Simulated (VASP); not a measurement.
Runs of VASP 6.6.1 on Co. The structure is that of space group Fm-3m (No. 225), or close to it. The cells are those of the table. 

```csv
task,cell,gap on the mesh (eV),pressure (GPa),moment (μB)
electric field gradients,"a = 2.522 Å, angles 60.0°, 1 atom",none,(a),1.67
electric field gradients,"a = 2.540 Å, angles 60.0°, 1 atom",none,-11.0,1.69
single point,"a = 2.522 Å, angles 60.0°, 1 atom",none,-7.8,1.67
single point,"a = 2.556 Å, angles 60.0°, 1 atom",none,-13.8,1.71
electric field gradients,"a = 2.589 Å, angles 60.0°, 1 atom",none,-18.5,1.74
electric field gradients,"a = 2.556 Å, angles 60.0°, 1 atom",none,-13.8,1.71
electric field gradients,"a = 2.488 Å, angles 60.0°, 1 atom",none,(b),1.62
single point,"a = 2.589 Å, angles 60.0°, 1 atom",none,-18.5,1.74
```

Alike in all rows: level PBE; potentials or basis VASP PAW PBE potentials, release 64 (Co); spin collinear, ferromagnetic start; k mesh 16 × 16 × 16; cutoff (eV) 520; smearing fermi-dirac 0.08 eV.

Problem. Fill in the values left out.

Solution. (a) -7.9; (b) -0.5.

A gap of «none» marks levels without a gap at the run's occupations.
